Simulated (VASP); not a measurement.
# Si3N4 (Si3N4 (P6_3/m)) (P6_3/m) in VASP: single point with PBE

Aim: the single point of Si3N4 (Si3N4 (P6_3/m)) with PBE.

Everything below comes from runs of VASP 6.6.1. Logs are shortened: lines on timing, memory, paths and dates and some standing lists are left out, and cuts for length are marked.

### Step 1. The cell of the first run

The structure is hexagonal, space group P6_3/m (No. 176). The conventional cell has a = 7.663 Å, b = 7.663 Å, c = 2.926 Å, α = 90.00°, β = 90.00°, γ = 120.00°. Within 2.3 Å of Si (site symmetry m) lie 4 N at 1.74 to 1.75 Å. Within 2.3 Å of N (site symmetry -6) lie 3 Si at 1.74 Å. N (site symmetry m) has 3 Si at 1.75 Å within 2.3 Å.

### Step 2. Single point, PBE

The input, INCAR:

```
  PREC = Accurate
  ENCUT = 520
  EDIFF = 1E-6
  ISMEAR = 0
  SIGMA = 0.01
  LREAL = Auto
  LASPH = T
  NELM = 60
  ALGO = Normal
  ISIF = 2
  LWAVE = F
  LCHARG = T
  GGA = PE
  LELF = T
  LVHAR = T
  ISYM = 0
  NBANDS = 123
```

The input, KPOINTS:

```
Automatic mesh
0
Gamma
  2 2 2
  0.5 0.5 0.5
```

The input, POSCAR:

```
Si3N4
1.0
    7.6633883346      0.0000000000      0.0000000000
   -3.8316941673      6.6366889768      0.0000000000
    0.0000000000      0.0000000000      8.7784169932
Si N
18 24
Direct
    0.2310993364      0.8249884716      0.2500000000
    0.4061108648      0.2310993364      0.0833333333
    0.8249884716      0.5938891352      0.0833333333
    0.1750115284      0.4061108648      0.2500000000
    0.5938891352      0.7689006636      0.2500000000
    0.7689006636      0.1750115284      0.0833333333
    0.2310993364      0.8249884716      0.5833333333
    0.4061108648      0.2310993364      0.4166666667
    0.8249884716      0.5938891352      0.4166666667
    0.1750115284      0.4061108648      0.5833333333
    0.5938891352      0.7689006636      0.5833333333
    0.7689006636      0.1750115284      0.4166666667
    0.2310993364      0.8249884716      0.9166666667
    0.4061108648      0.2310993364      0.7500000000
    0.8249884716      0.5938891352      0.7500000000
    0.1750115284      0.4061108648      0.9166666667
    0.5938891352      0.7689006636      0.9166666667
    0.7689006636      0.1750115284      0.7500000000
    0.3333333333      0.6666666667      0.2500000000
    0.6666666667      0.3333333333      0.0833333333
    0.9691753813      0.6699950340      0.2500000000
    0.2991803472      0.9691753813      0.0833333333
    0.6699950340      0.7008196528      0.0833333333
    0.3300049660      0.2991803472      0.2500000000
    0.0308246187      0.3300049660      0.0833333333
    0.7008196528      0.0308246187      0.2500000000
    0.3333333333      0.6666666667      0.5833333333
    0.6666666667      0.3333333333      0.4166666667
    0.9691753813      0.6699950340      0.5833333333
    0.2991803472      0.9691753813      0.4166666667
    0.6699950340      0.7008196528      0.4166666667
    0.3300049660      0.2991803472      0.5833333333
    0.0308246187      0.3300049660      0.4166666667
    0.7008196528      0.0308246187      0.5833333333
    0.3333333333      0.6666666667      0.9166666667
    0.6666666667      0.3333333333      0.7500000000
    0.9691753813      0.6699950340      0.9166666667
    0.2991803472      0.9691753813      0.7500000000
    0.6699950340      0.7008196528      0.7500000000
    0.3300049660      0.2991803472      0.9166666667
    0.0308246187      0.3300049660      0.7500000000
    0.7008196528      0.0308246187      0.9166666667
```

Potentials or basis: VASP PAW PBE potentials, release 64 (Si, N).

On the command line:

```bash
$ cat potpaw_PBE.64/Si/POTCAR potpaw_PBE.64/N/POTCAR > POTCAR
$ mpirun -np 1 vasp_std > vasp.out
```

OUTCAR:

```text
PREC = Accurate
   ENCUT = 520
   EDIFF = 1E-6
   ISMEAR = 0
   LREAL = Auto
   LASPH = T
   NELM = 60
   ISIF = 2
   GGA = PE
   ISYM = 0

 ion  position               nearest neighbor table
   1  0.231  0.825  0.250-  19 1.74  21 1.75  22 1.75  30 1.75   7 2.93  13 2.93   4 3.02   5 3.02
                             8 3.07   2 3.07   9 3.07   3 3.07
   2  0.406  0.231  0.083-  20 1.74  22 1.75  40 1.75  24 1.75  14 2.93   8 2.93   3 3.02   6 3.02
                            13 3.07  16 3.07   1 3.07   4 3.07
   3  0.825  0.594  0.083-  20 1.74  23 1.75  37 1.75  21 1.75  15 2.93   9 2.93   6 3.02   2 3.02
                            13 3.07  17 3.07   1 3.07   5 3.07
   4  0.175  0.406  0.250-  19 1.74  24 1.75  25 1.75  33 1.75  10 2.93  16 2.93   1 3.02   5 3.02
                            12 3.07   6 3.07   8 3.07   2 3.07
   5  0.594  0.769  0.250-  19 1.74  26 1.75  23 1.75  31 1.75  11 2.93  17 2.93   4 3.02   1 3.02
                            12 3.07   6 3.07   9 3.07   3 3.07
   6  0.769  0.175  0.083-  20 1.74  25 1.75  42 1.75  26 1.75  18 2.93  12 2.93   3 3.02   2 3.02
                            17 3.07  16 3.07   5 3.07   4 3.07
   7  0.231  0.825  0.583-  27 1.74  29 1.75  30 1.75  38 1.75   1 2.93  13 2.93  10 3.02  11 3.02
                             8 3.07   9 3.07  14 3.07  15 3.07
   8  0.406  0.231  0.417-  28 1.74  30 1.75  32 1.75  24 1.75  14 2.93   2 2.93   9 3.02  12 3.02
                             7 3.07  10 3.07   1 3.07   4 3.07
   9  0.825  0.594  0.417-  28 1.74  31 1.75  29 1.75  21 1.75  15 2.93   3 2.93  12 3.02   8 3.02
                             7 3.07  11 3.07   1 3.07   5 3.07
  10  0.175  0.406  0.583-  27 1.74  32 1.75  33 1.75  41 1.75   4 2.93  16 2.93   7 3.02  11 3.02
                            12 3.07   8 3.07  18 3.07  14 3.07
  11  0.594  0.769  0.583-  27 1.74  34 1.75  31 1.75  39 1.75   5 2.93  17 2.93  10 3.02   7 3.02
                            12 3.07   9 3.07  18 3.07  15 3.07
  12  0.769  0.175  0.417-  28 1.74  33 1.75  34 1.75  26 1.75  18 2.93   6 2.93   9 3.02   8 3.02
                            11 3.07  10 3.07   5 3.07   4 3.07
  13  0.231  0.825  0.917-  35 1.74  37 1.75  22 1.75  38 1.75   1 2.93   7 2.93  16 3.02  17 3.02
                             2 3.07   3 3.07  14 3.07  15 3.07
  14  0.406  0.231  0.750-  36 1.74  38 1.75  32 1.75  40 1.75   2 2.93   8 2.93  15 3.02  18 3.02
                             7 3.07  13 3.07  16 3.07  10 3.07
  15  0.825  0.594  0.750-  36 1.74  39 1.75  37 1.75  29 1.75   3 2.93   9 2.93  18 3.02  14 3.02
                             7 3.07  13 3.07  17 3.07  11 3.07
  16  0.175  0.406  0.917-  35 1.74  40 1.75  25 1.75  41 1.75   4 2.93  10 2.93  13 3.02  17 3.02
                             6 3.07   2 3.07  18 3.07  14 3.07
  17  0.594  0.769  0.917-  35 1.74  42 1.75  23 1.75  39 1.75   5 2.93  11 2.93  16 3.02  13 3.02
                             6 3.07   3 3.07  18 3.07  15 3.07
  18  0.769  0.175  0.750-  36 1.74  41 1.75  34 1.75  42 1.75   6 2.93  12 2.93  15 3.02  14 3.02
                            11 3.07  17 3.07  16 3.07  10 3.07
  19  0.333  0.667  0.250-   1 1.74   4 1.74   5 1.74
  20  0.667  0.333  0.083-   6 1.74   3 1.74   2 1.74
  21  0.969  0.670  0.250-   1 1.75   3 1.75   9 1.75
  22  0.299  0.969  0.083-   2 1.75  13 1.75   1 1.75
  23  0.670  0.701  0.083-   3 1.75  17 1.75   5 1.75
  24  0.330  0.299  0.250-   4 1.75   2 1.75   8 1.75
[... 16 lines left out ...]
  41  0.031  0.330  0.750-  18 1.75  16 1.75  10 1.75
  42  0.701  0.031  0.917-  17 1.75   6 1.75  18 1.75

IMPORTANT INFORMATION: All symmetrisations will be switched off!
NOSYMM: (Re-)initialisation of all symmetry stuff for point group C_1.

----------------------------------------------------------------------------------------

                                     Primitive cell

  volume of cell :     446.4661

  direct lattice vectors                    reciprocal lattice vectors
     7.663388335  0.000000000  0.000000000     0.130490581  0.075338772  0.000000000
    -3.831694167  6.636688977  0.000000000     0.000000000  0.150677545  0.000000000
     0.000000000  0.000000000  8.778416993     0.000000000  0.000000000  0.113915755

  length of vectors
     7.663388335  7.663388335  8.778416993     0.150677545  0.150677545  0.113915755

  position of ions in fractional coordinates (direct lattice)
     0.231099336  0.824988472  0.250000000
     0.406110865  0.231099336  0.083333333
     0.824988472  0.593889135  0.083333333
     0.175011528  0.406110865  0.250000000
     0.593889135  0.768900664  0.250000000
     0.768900664  0.175011528  0.083333333
[... 34 lines left out ...]
     0.030824619  0.330004966  0.750000000
     0.700819653  0.030824619  0.916666667

  ion indices of the primitive-cell ions
   primitive index   ion index
                 1           1
                 2           2
                 3           3
                 4           4
                 5           5
                 6           6
[... 34 lines left out ...]
                41          41
                42          42

----------------------------------------------------------------------------------------

 KPOINTS: Automatic mesh

Automatic generation of k-mesh.
 Grid dimensions read from file:
 generate k-points for:    2    2    2

 Generating k-lattice:

  Cartesian coordinates                     Fractional coordinates (reciprocal lattice)
     0.065245291  0.037669386  0.000000000     0.500000000 -0.000000000  0.000000000
     0.000000000  0.075338772  0.000000000     0.000000000  0.500000000  0.000000000
     0.000000000  0.000000000  0.056957878     0.000000000  0.000000000  0.500000000

  Length of vectors
     0.075338772  0.075338772  0.056957878

  Shift w.r.t. Gamma in fractional coordinates (k-lattice)
     0.500000000  0.500000000  0.500000000

 Subroutine IBZKPT returns following result:
 ===========================================

 Found     12 irreducible k-points:

 Following reciprocal coordinates:
            Coordinates               Weight
  0.250000  0.250000  0.250000      2.000000
 -0.250000  0.500000  0.250000      2.000000
  0.500000  0.250000  0.250000      2.000000
 -0.250000 -0.250000  0.250000      2.000000
  0.250000  0.500000  0.250000      2.000000
  0.500000 -0.250000  0.250000      2.000000
 -0.250000  0.250000  0.250000      2.000000
 -0.250000  0.000000  0.250000      2.000000
  0.000000 -0.250000  0.250000      2.000000
  0.250000 -0.250000  0.250000      2.000000
  0.250000 -0.000000  0.250000      2.000000
  0.000000  0.250000  0.250000      2.000000
   k-points           NKPTS =     12   k-points in BZ     NKDIM =     12   number of bands    NBANDS=    123
   number of dos      NEDOS =    301   number of ions     NIONS =     42
   total plane-waves  NPLWV = 252000
   dimension x,y,z NGX =    60 NGY =   60 NGZ =   70
   dimension x,y,z NGXF=   120 NGYF=  120 NGZF=  140
   ions per type =              18  24
   NGX,Y,Z   is equivalent  to a cutoff of  13.02, 13.02, 13.26 a.u.
   NGXF,Y,Z  is equivalent  to a cutoff of  26.03, 26.03, 26.51 a.u.
 SYSTEM =  unknown system
   PREC   = accura    normal or accurate (medium, high low for compatibility)
   ISTART =      0    job   : 0-new  1-cont  2-samecut
   ICHARG =      2    charge: 1-file 2-atom 10-const
   ISPIN  =      1    spin polarized calculation?
   LNONCOLLINEAR =      F non collinear calculations
   LSORBIT =      F    spin-orbit coupling
   LASPH  =      T    aspherical Exc in radial PAW
   ENCUT  =  520.0 eV  38.22 Ry    6.18 a.u.  14.25 14.25 16.32*2*pi/ulx,y,z
   NELM   =     60;   NELMIN=  2; NELMDL= -5     # of ELM steps
   EDIFF  = 0.1E-05   stopping-criterion for ELM
   LREAL  =      T    real-space projection
   EDIFFG = 0.1E-04   stopping-criterion for IOM
   NSW    =      0    number of steps for IOM
   IBRION =     -1    ionic relax: 0-MD 1-quasi-New 2-CG
   NFREE  =      0    steps in history (QN), initial steepest desc. (CG)
   ISIF   =      2    stress and relaxation
   ISYM   =      0    0-nonsym 1-usesym 2-fastsym
   POTIM  = 0.5000    time-step for ionic-motion
   TEBEG  =    0.0;   TEEND  =   0.0 temperature during run
   PSTRESS=    0.0 pullay stress
   NELECT =     192.0000    total number of electrons
   NUPDOWN=      -1.0000    fix difference up-down
   EMIN   =  10.00;   EMAX   =-10.00  energy-range for DOS
   EFERMI =   0.00;   METHOD = LEGACY
   ISMEAR =     0;   SIGMA  =   0.01  broadening in eV -4-tet -1-fermi 0-gaus
   EFERMI_NEDOS =   21; number of points for ismear=-14 and -15
   IALGO  =     38    algorithm
   IMIX   =      4    mixing-type and parameters
     AMIX     =   0.40;   BMIX     =  1.00
     AMIX_MAG =   1.60;   BMIX_MAG =  1.00
  volume/ion in A,a.u.               =      10.63        71.74
  Fermi-wavevector in a.u.,A,eV,Ry     =   1.235698  2.335131 20.775416  1.526950
  Thomas-Fermi vector in A             =   2.370337
   LORBIT       =      0    0 simple, 1 ext, 2 COOP (PROOUT), +10 PAW based schemes
   GGA     = PE    functional components
   LHFCALC =     F    Hartree Fock is set to
   AEXX    =    0.0000 exact exchange contribution
   IVDW    =     0    specifies the selected vdW correction
   LEPSILON=     F    determine dielectric tensor
   LRPA    =     F    only Hartree local field effects (RPA)
 non-spin polarized calculation
 Gauss-broadening in eV      SIGMA  =   0.01
  energy-cutoff  :      520.00
  volume of cell :      446.47
 maximum number of plane-waves:     12026
 NGX is ok and might be reduce to    60
   NGX = 29   NGY = 29   NGZ = 33

 number of electron     191.9999995 magnetization

 Free energy of the ion-electron system (eV)
  ---------------------------------------------------
  ext. energy  EPLUGINS =         0.00000000
  ---------------------------------------------------
  free energy    TOTEN  =      -343.66493590 eV

  energy without entropy =     -343.66493590  energy(sigma->0) =     -343.66493590

 E-fermi :   6.4193     XC(G=0): -10.7092

 val. band max:        6.3209019839   @ k =   0.2500  -0.0000   0.2500
 cond. band min:      11.1658266383   @ k =  -0.2500   0.2500   0.2500
 fundamental gap:      4.8449246544
 Fermi energy:         6.4192997136

 k-point     1 :       0.2500    0.2500    0.2500
  band No.  band energies     occupation
      1     -11.0637      2.00000
      2     -10.6061      2.00000
      3     -10.5203      2.00000
      4     -10.4577      2.00000
      5     -10.0352      2.00000
      6      -9.9206      2.00000
[... 1321 lines left out ...]
    107      12.0636      0.00000
    108      12.2101      0.00000
 [bands above 108 left out]

------------------------ aborting loop because EDIFF is reached ----------------------------------------

  FORCE on cell =-STRESS in cart. coord.  units (eV):
  Direction    XX          YY          ZZ          XY          YZ          ZX
  --------------------------------------------------------------------------------------
  -------------------------------------------------------------------------------------
  Total       -0.6211966     -0.6211770     -0.7272193     -0.0001801     -0.0000018     -0.0000000
  in kB       -2.2292108     -2.2291405     -2.6096814     -0.0006463     -0.0000064     -0.0000001
  external PRESSURE =      -2.3560109 kB  Pullay stress =       0.0000000 kB

 VOLUME and BASIS-vectors are now :
 -----------------------------------------------------------------------------
  energy-cutoff  :      520.00
  volume of cell :      446.47
      direct lattice vectors                 reciprocal lattice vectors
     7.663388335  0.000000000  0.000000000     0.130490581  0.075338772  0.000000000
    -3.831694167  6.636688977  0.000000000     0.000000000  0.150677545  0.000000000
     0.000000000  0.000000000  8.778416993     0.000000000  0.000000000  0.113915755

 POSITION                                       TOTAL-FORCE (eV/Angst)
 -----------------------------------------------------------------------------------
     -1.39010      5.47519      2.19460        -0.006434     -0.002312     -0.000033
      2.22668      1.53373      0.73153         0.000092     -0.004211      0.000629
      4.04661      3.94146      0.73153        -0.003667      0.002015      0.000664
     -0.21491      2.69523      2.19460         0.005192     -0.004412     -0.000011
      1.60501      5.10295      2.19460         0.001219      0.006715      0.000025
      5.22179      1.16150      0.73153         0.003602      0.002188      0.000653
[... 34 lines left out ...]
     -1.02826      2.19014      6.58381        -0.003876     -0.003617      0.000004
      5.25254      0.20457      8.04688         0.001582     -0.005068     -0.000195
 -----------------------------------------------------------------------------------
    total drift:                               -0.000010     -0.000001      0.000002

  FREE ENERGIE OF THE ION-ELECTRON SYSTEM (eV)
  ---------------------------------------------------
  free  energy   TOTEN  =      -343.6649359025 eV

  energy  without entropy=     -343.6649359025  energy(sigma->0) =     -343.66493590
```

It took 20 min on 1 thread of Intel Xeon Platinum 8488C (Sapphire Rapids), shared host; peak memory 0.76 GiB.

Results:

```yaml
Free_energy: -343.6649 eV
Pressure: -0.2 GPa
Largest_force: 0.007 eV/Å
Band_gap_on_the_k_mesh: 4.84 eV
```

Forces on the atoms (eV/Å):
```
Si  -0.006 -0.002  0.000
Si   0.000 -0.004  0.001
Si  -0.004  0.002  0.001
Si   0.005 -0.004  0.000
Si   0.001  0.007  0.000
Si   0.004  0.002  0.001
Si  -0.004 -0.002  0.001
Si   0.000 -0.004 -0.001
Si  -0.004  0.002 -0.001
Si   0.004 -0.002  0.001
Si   0.000  0.004  0.001
Si   0.004  0.002 -0.001
Si  -0.004 -0.002 -0.001
Si  -0.001 -0.007  0.000
Si  -0.005  0.004  0.000
Si   0.004 -0.002 -0.001
Si   0.000  0.004 -0.001
Si   0.006  0.002  0.000
N    0.000  0.000  0.000
N    0.000  0.000  0.001
N    0.004  0.004  0.000
N   -0.002  0.005  0.000
N    0.005 -0.001  0.000
N   -0.005  0.002  0.000
N   -0.004 -0.004  0.000
N    0.001 -0.005  0.000
N    0.000  0.000  0.001
N    0.000  0.000 -0.001
N    0.004  0.004  0.000
N   -0.002  0.005  0.000
N    0.005 -0.001  0.000
N   -0.005  0.001  0.000
N   -0.004 -0.004  0.000
N    0.002 -0.005  0.000
N    0.000  0.000 -0.001
N    0.000  0.000  0.000
N    0.004  0.004  0.000
N   -0.001  0.005  0.000
N    0.005 -0.002  0.000
N   -0.005  0.001  0.000
N   -0.004 -0.004  0.000
N    0.002 -0.005  0.000
```

Levels at points of the mesh, in eV from the valence-band top:
| k point | band 92 | band 93 | band 94 | band 95 | band 96 | band 97 | band 98 | band 99 | band 100 | band 101 |
| --- | --- | --- | --- | --- | --- | --- | --- | --- | --- | --- |
| (0.25, 0.25, 0.25) | -0.69 | -0.64 | -0.37 | -0.29 | -0.17 | 4.99 | 5.18 | 5.26 | 5.34 | 5.36 |
